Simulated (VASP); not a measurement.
Here is a VASP 6.6.1 calculation.

Contents of POSCAR:

```
CdS
1.0
    0.0000000000      2.9100000000      2.9100000000
    2.9100000000      0.0000000000      2.9100000000
    2.9100000000      2.9100000000      0.0000000000
Cd S
1 1
Direct
    0.0000000000      0.0000000000      0.0000000000
    0.7408877992      0.7500000000      0.7500000000
```

File INCAR.step1:

```
PREC     = Accurate       # precision mode
ENCUT    = 520            # plane-wave cutoff, eV
ISMEAR   = 0              # smearing method
SIGMA    = 0.05           # smearing width, eV
LREAL    = False          # projectors in reciprocal space
LASPH    = True           # aspherical terms in the spheres
NELM     = 60             # most SCF steps
NBANDS   = 16             # bands
GGA      = PE             # functional
ALGO     = Normal         # electronic algorithm
EDIFF    = 1E-4           # SCF threshold, eV
LWAVE    = True           # write WAVECAR
LCHARG   = False          # write CHGCAR
```

INCAR.step2

```
PREC     = Accurate       # precision mode
ENCUT    = 520            # plane-wave cutoff, eV
EDIFF    = 1E-6           # SCF threshold, eV
ISMEAR   = 0              # smearing method
SIGMA    = 0.05           # smearing width, eV
LREAL    = False          # projectors in reciprocal space
LASPH    = True           # aspherical terms in the spheres
NELM     = 60             # most SCF steps
ALGO     = Normal         # electronic algorithm
ISIF     = 2              # what is computed and relaxed
LWAVE    = False          # write WAVECAR
LCHARG   = True           # write CHGCAR
METAGGA  = R2SCAN         # meta-GGA
LMIXTAU  = True         
LELF     = True           # ELF
LVHAR    = True         
NBANDS   = 16             # bands
ISTART   = 1
```

Contents of KPOINTS:

```
Automatic mesh
0
Gamma
  8 8 8
```

Potentials or basis: VASP PAW PBE potentials, release 64 (Cd, S).

The run is started by

```console
$ cat potpaw_PBE.64/Cd/POTCAR potpaw_PBE.64/S/POTCAR > POTCAR
$ cp INCAR.step1 INCAR
$ mpirun -np 1 vasp_std > vasp.out
$ cp INCAR.step2 INCAR
$ mpirun -np 1 vasp_std > vasp.out
```

(1) Predict the band gap on the k mesh.

(2) Estimate the largest force.

(3) What does it give for the pressure?

## Answers

(1) 1.60 eV, direct.

(2) 0.205 eV/Å.

(3) 2.3 GPa.

Caveat: the cell differs from its parent crystal (all S atoms moved +0.037 Å, as atom 2 towards its neighbour atom 2 (S) at 4.115 Å); the PAW data sets were made with another functional, which shifts forces and pressure a little.
